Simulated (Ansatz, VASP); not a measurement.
## One calculation of P, two programs

File INCAR:

```
SYSTEM = P
  PREC = Accurate
  ENCUT = 520
  EDIFF = 1E-7
  ISMEAR = -1
  SIGMA = 0.1
  LREAL = .False.
  LASPH = .True.
  NELM = 80
  ALGO = Normal
  ISIF = 2
  LWAVE = .False.
  LCHARG = .False.
  GGA = PE
  NBANDS = 8
```

The input KPOINTS:

```
regular mesh
0
Gamma
  17 17 17
  0 0 0
```

Contents of POSCAR:

```
P
1.0
   -1.2109819917      1.2109819917      1.2109819917
    1.2109819917     -1.2109819917      1.2109819917
    1.2109819917      1.2109819917     -1.2109819917
P
1
Direct
    0.0000000000      0.0000000000      0.0000000000
```

Input for Ansatz:

```yaml
crystal:
  lattice:
    - [-1.2109819917, 1.2109819917, 1.2109819917]
    - [1.2109819917, -1.2109819917, 1.2109819917]
    - [1.2109819917, 1.2109819917, -1.2109819917]
  atoms:
    - { symbol: P, position: [0.0, 0.0, 0.0] }
kpoints:
  mp_grid: { grid: [17, 17, 17] }
scf:
  occupations: { method: fermi_dirac, width: 0.1 }
hamiltonian:
  xc: pbe
  pseudopotentials: { kind: all_electron, lapw: { basis_error: 0.001 } }
output:
  forces: true
  stress: true
  eigenvalues: true
  populations: true
```

Change from the starting cell: volume scaled by 0.5, LAPW.

Alike in both runs: task single point; functional PBE; k mesh 17 × 17 × 17; occupations fermi-dirac, width 0.1 eV; no spin polarisation.

|  | VASP | Ansatz |
| --- | --- | --- |
| version | VASP 6.6.1 | Ansatz 0.2.0 |
| potentials or method | VASP PAW PBE potentials, release 64 (P), cutoff 520 eV | all-electron LAPW, scalar-relativistic |

|  | VASP | Ansatz | Ansatz less VASP |
| --- | --- | --- | --- |
| pressure (GPa) | 276.7 | 281.3 | +4.61 |

Both programs put the cell under a high pressure, so it lies far from rest at this level. Ansatz ran all-electron here, and VASP with PAW potentials.

Noted on VASP's run: the cell as given lies far from equilibrium.
